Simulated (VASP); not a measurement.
# Bi in VASP: single point with PBEsol

Aim: the single point of Bi with PBEsol.

Program: VASP 6.6.1. These are calculated values, not measurements. Logs are shortened: lines on timing, memory, paths and dates and some standing lists are left out, and cuts for length are marked.

**1. The cell of the first run**

The typed cell holds 1 atom: a = 3.913 Å, b = 3.392 Å, c = 3.392 Å, α = 70.45°, β = 54.78°, γ = 54.77°.

This isn't the form of Bi at room conditions, which is rhombohedral.

**2. Single point, PBEsol**

INCAR reads:

```
PREC = Accurate
ENCUT = 520
EDIFF = 1E-7
ISMEAR = 0
SIGMA = 0.1
LREAL = F
LASPH = T
NELM = 80
ALGO = Fast
ISIF = 2
LWAVE = F
LCHARG = T
GGA = PS
LELF = T
LVHAR = T
NBANDS = 14
```

KPOINTS reads:

```
Automatic mesh
0
Gamma
  20 20 20
```

POSCAR reads:

```
Bi
1.0
    0.0000000000      2.7666927539      2.7669720531
    1.9620841355      0.0000000000      2.7669720531
    1.9620841355      2.7666927539      0.0000000000
Bi
1
Direct
    0.0000000000      0.0000000000      0.0000000000
```

Potentials or basis: VASP PAW PBE potentials, release 64 (Bi_d).

Command:

```bash
cat potpaw_PBE.64/Bi_d/POTCAR > POTCAR
mpirun -np 1 vasp_std > vasp.out
```

OUTCAR:

```text
PREC = Accurate
   ENCUT = 520
   EDIFF = 1E-7
   ISMEAR = 0
   LREAL = F
   LASPH = T
   NELM = 80
   ISIF = 2
   GGA = PS

 ion  position               nearest neighbor table
   1  0.000  0.000  0.000-

  LATTYP: Found a face centered orthorhombic cell.
 ALAT       =     3.9241682710
 B/A-ratio  =     1.4100785506
 C/A-ratio  =     1.4102208988

  Lattice vectors:

 A1 = (   0.0000000000,   2.7666927539,   2.7669720531)
 A2 = (   1.9620841355,   0.0000000000,   2.7669720531)
 A3 = (   1.9620841355,   2.7666927539,   0.0000000000)

Analysis of symmetry for initial positions (statically):
=====================================================================
 Subroutine PRICEL returns:
 Original cell was already a primitive cell.

 Routine SETGRP: Setting up the symmetry group for a
 face centered orthorhombic supercell.

 Subroutine GETGRP returns: Found  8 space group operations
 (whereof  8 operations were pure point group operations)
 out of a pool of  8 trial point group operations.

The static configuration has the point symmetry D_2h.

Analysis of symmetry for dynamics (positions and initial velocities):
=====================================================================
 Subroutine PRICEL returns:
 Original cell was already a primitive cell.

 Routine SETGRP: Setting up the symmetry group for a
 face centered orthorhombic supercell.

 Subroutine GETGRP returns: Found  8 space group operations
 (whereof  8 operations were pure point group operations)
 out of a pool of  8 trial point group operations.

The dynamic configuration has the point symmetry D_2h.

 Subroutine INISYM returns: Found  8 space group operations
 (whereof  8 operations are pure point group operations),
 and found     1 'primitive' translations

----------------------------------------------------------------------------------------

                                     Primitive cell

  volume of cell :      30.0409

  direct lattice vectors                    reciprocal lattice vectors
     0.000000000  2.766692754  2.766972053    -0.254831070  0.180721188  0.180702945
     1.962084136  0.000000000  2.766972053     0.254831070 -0.180721188  0.180702945
     1.962084136  2.766692754  0.000000000     0.254831070  0.180721188 -0.180702945

  length of vectors
     3.912891915  3.392036040  3.391808212     0.360905218  0.360905218  0.360905218

  position of ions in fractional coordinates (direct lattice)
     0.000000000  0.000000000  0.000000000

  ion indices of the primitive-cell ions
   primitive index   ion index
                 1           1

----------------------------------------------------------------------------------------

 KPOINTS: Automatic mesh

Automatic generation of k-mesh.
 Grid dimensions read from file:
 generate k-points for:   20   20   20

 Generating k-lattice:

  Cartesian coordinates                     Fractional coordinates (reciprocal lattice)
    -0.012741554  0.009036059  0.009035147     0.050000000  0.000000000  0.000000000
     0.012741554 -0.009036059  0.009035147     0.000000000  0.050000000  0.000000000
     0.012741554  0.009036059 -0.009035147    -0.000000000 -0.000000000  0.050000000

  Length of vectors
     0.018045261  0.018045261  0.018045261

  Shift w.r.t. Gamma in fractional coordinates (k-lattice)
     0.000000000  0.000000000  0.000000000

 Subroutine IBZKPT returns following result:
 ===========================================

 Found   1166 irreducible k-points:

 Following reciprocal coordinates:
            Coordinates               Weight
  0.000000  0.000000  0.000000      1.000000
  0.050000  0.000000  0.000000      8.000000
  0.100000  0.000000  0.000000      8.000000
  0.150000  0.000000  0.000000      8.000000
  0.200000  0.000000  0.000000      8.000000
  0.250000  0.000000  0.000000      8.000000
[... 16 lines left out ...]
 -0.400000  0.050000 -0.000000      8.000000
 -0.350000  0.050000  0.000000      8.000000
 [... further k-points ...]
   k-points           NKPTS =   1166   k-points in BZ     NKDIM =   1166   number of bands    NBANDS=     14
   number of dos      NEDOS =    301   number of ions     NIONS =      1
   total plane-waves  NPLWV =  23520
   dimension x,y,z NGX =    30 NGY =   28 NGZ =   28
   dimension x,y,z NGXF=    60 NGYF=   56 NGZF=   56
   ions per type =               1
   NGX,Y,Z   is equivalent  to a cutoff of  12.75, 13.72, 13.72 a.u.
   NGXF,Y,Z  is equivalent  to a cutoff of  25.49, 27.45, 27.45 a.u.
 SYSTEM =  unknown system
   PREC   = accura    normal or accurate (medium, high low for compatibility)
   ISTART =      0    job   : 0-new  1-cont  2-samecut
   ICHARG =      2    charge: 1-file 2-atom 10-const
   ISPIN  =      1    spin polarized calculation?
   LNONCOLLINEAR =      F non collinear calculations
   LSORBIT =      F    spin-orbit coupling
   LASPH  =      T    aspherical Exc in radial PAW
   ENCUT  =  520.0 eV  38.22 Ry    6.18 a.u.   7.28  6.31  6.31*2*pi/ulx,y,z
   NELM   =     80;   NELMIN=  2; NELMDL= -5     # of ELM steps
   EDIFF  = 0.1E-06   stopping-criterion for ELM
   LREAL  =      F    real-space projection
   EDIFFG = 0.1E-05   stopping-criterion for IOM
   NSW    =      0    number of steps for IOM
   IBRION =     -1    ionic relax: 0-MD 1-quasi-New 2-CG
   NFREE  =      0    steps in history (QN), initial steepest desc. (CG)
   ISIF   =      2    stress and relaxation
   ISYM   =      2    0-nonsym 1-usesym 2-fastsym
   POTIM  = 0.5000    time-step for ionic-motion
   TEBEG  =    0.0;   TEEND  =   0.0 temperature during run
   PSTRESS=    0.0 pullay stress
   NELECT =      15.0000    total number of electrons
   NUPDOWN=      -1.0000    fix difference up-down
   EMIN   =  10.00;   EMAX   =-10.00  energy-range for DOS
   EFERMI =   0.00;   METHOD = LEGACY
   ISMEAR =     0;   SIGMA  =   0.10  broadening in eV -4-tet -1-fermi 0-gaus
   EFERMI_NEDOS =   21; number of points for ismear=-14 and -15
   IALGO  =     68    algorithm
   IMIX   =      4    mixing-type and parameters
     AMIX     =   0.40;   BMIX     =  1.00
     AMIX_MAG =   1.60;   BMIX_MAG =  1.00
  volume/ion in A,a.u.               =      30.04       202.73
  Fermi-wavevector in a.u.,A,eV,Ry     =   1.298776  2.454330 22.950555  1.686818
  Thomas-Fermi vector in A             =   2.430082
   LORBIT       =      0    0 simple, 1 ext, 2 COOP (PROOUT), +10 PAW based schemes
   GGA     = PS    functional components
   LHFCALC =     F    Hartree Fock is set to
   AEXX    =    0.0000 exact exchange contribution
   IVDW    =     0    specifies the selected vdW correction
   LEPSILON=     F    determine dielectric tensor
   LRPA    =     F    only Hartree local field effects (RPA)
 non-spin polarized calculation
 RMM-DIIS sequential band-by-band and
 Gauss-broadening in eV      SIGMA  =   0.10
  energy-cutoff  :      520.00
  volume of cell :       30.04
 maximum number of plane-waves:       827
 NGX is ok and might be reduce to    30
   NGX = 15   NGY = 13   NGZ = 13

 number of electron      14.9999998 magnetization

 Free energy of the ion-electron system (eV)
  ---------------------------------------------------
  ext. energy  EPLUGINS =         0.00000000
  ---------------------------------------------------
  free energy    TOTEN  =        -4.22300436 eV

  energy without entropy =       -4.22031483  energy(sigma->0) =       -4.22165960

 E-fermi :   8.1608     XC(G=0): -10.6085

 val. band max:        8.1384329045   @ k =  -0.1000   0.3000   0.4000
 cond. band min:       8.1661558850   @ k =  -0.4000   0.2500   0.3500
 fundamental gap:      0.0277229805
 Fermi energy:         8.1608131570

 k-point     1 :       0.0000    0.0000    0.0000
  band No.  band energies     occupation
      1     -14.7852      2.00000
      2     -14.7851      2.00000
      3     -14.7842      2.00000
      4     -14.6394      2.00000
      5     -14.6380      2.00000
      6      -5.5899      2.00000
      7      13.5590      0.00000
      8      13.5714      0.00000
      9      13.5730      0.00000
     10      17.7566      0.00000
     11      18.6528      0.00000
     12      18.6871      0.00000
     13      18.6882      0.00000
     14      20.0958      0.00000

 k-point     2 :       0.0500    0.0000    0.0000
  band No.  band energies     occupation
      1     -14.7858      2.00000
      2     -14.7832      2.00000
      3     -14.7790      2.00000
      4     -14.6405      2.00000
      5     -14.6384      2.00000
      6      -5.5423      2.00000
      7      13.0117      0.00000
      8      13.4159      0.00000
      9      13.5199      0.00000
     10      18.0156      0.00000
     11      18.3031      0.00000
     12      18.4250      0.00000
     13      18.5870      0.00000
     14      20.3342      0.00000

 k-point     3 :       0.1000    0.0000    0.0000
  band No.  band energies     occupation
      1     -14.7890      2.00000
      2     -14.7779      2.00000
      3     -14.7625      2.00000
      4     -14.6441      2.00000
      5     -14.6392      2.00000
      6      -5.3998      2.00000
      7      11.7865      0.00000
      8      13.0060      0.00000
      9      13.3849      0.00000
     10      17.2623      0.00000
     11      17.9463      0.00000
     12      18.4506      0.00000
     13      19.0700      0.00000
     14      20.9092      0.00000
[... 324 lines left out ...]
 k-point    23 :      -0.4000    0.0500   -0.0000
  band No.  band energies     occupation
      1     -14.8249      2.00000
      2     -14.7567      2.00000
      3     -14.6505      2.00000
      4     -14.6472      2.00000
      5     -14.5610      2.00000
      6      -2.6642      2.00000
      7       3.5103      2.00000
      8       9.7337      0.00000
      9      11.6037      0.00000
     10      14.6852      0.00000
     11      16.2553      0.00000
     12      20.1951      0.00000
     13      21.7628      0.00000
     14      25.1791      0.00000

 k-point    24 :      -0.3500    0.0500    0.0000
  band No.  band energies     occupation
      1     -14.8209      2.00000
      2     -14.7542      2.00000
      3     -14.6547      2.00000
      4     -14.6463      2.00000
      5     -14.5826      2.00000
      6      -3.1391      2.00000
      7       4.3789      2.00000
      8       9.9825      0.00000
      9      11.7566      0.00000
     10      14.8536      0.00000
     11      16.3811      0.00000
     12      19.6834      0.00000
     13      21.6033      0.00000
     14      25.5473      0.00000

 [... further k-points ...]

------------------------ aborting loop because EDIFF is reached ----------------------------------------

  FORCE on cell =-STRESS in cart. coord.  units (eV):
  Direction    XX          YY          ZZ          XY          YZ          ZX
  --------------------------------------------------------------------------------------
  -------------------------------------------------------------------------------------
  Total       -0.0206386     -0.0142598     -0.0154149      0.0000000      0.0000000      0.0000000
  in kB       -1.1007195     -0.7605207     -0.8221259      0.0000000      0.0000000      0.0000000
  external PRESSURE =      -0.8944554 kB  Pullay stress =       0.0000000 kB

 VOLUME and BASIS-vectors are now :
 -----------------------------------------------------------------------------
  energy-cutoff  :      520.00
  volume of cell :       30.04
      direct lattice vectors                 reciprocal lattice vectors
     0.000000000  2.766692754  2.766972053    -0.254831070  0.180721188  0.180702945
     1.962084136  0.000000000  2.766972053     0.254831070 -0.180721188  0.180702945
     1.962084136  2.766692754  0.000000000     0.254831070  0.180721188 -0.180702945

 POSITION                                       TOTAL-FORCE (eV/Angst)
 -----------------------------------------------------------------------------------
      0.00000      0.00000      0.00000         0.000000      0.000000      0.000000
 -----------------------------------------------------------------------------------
    total drift:                               -0.000000     -0.000000      0.000000

  FREE ENERGIE OF THE ION-ELECTRON SYSTEM (eV)
  ---------------------------------------------------
  free  energy   TOTEN  =        -4.2230043650 eV

  energy  without entropy=       -4.2203148261  energy(sigma->0) =       -4.22165960
```

Run time: 5.6 min. Hardware: 1 thread of Intel Xeon 6975P-C (Granite Rapids), shared host; peak memory 0.52 GiB.

What came out:

| Property | Result |
| --- | --- |
| Free energy | -4.2230 eV |
| Pressure | -0.1 GPa |
| Band gap on the k mesh | zero (an odd number of electrons rules out a gap without spin polarisation) |

Caveat: the PAW data sets were made with another functional, which shifts forces and pressure a little; spin-orbit coupling is left out, which moves the levels of the heavy elements.

The gap in the log of VASP goes by the Fermi energy; the results here count the filled bands.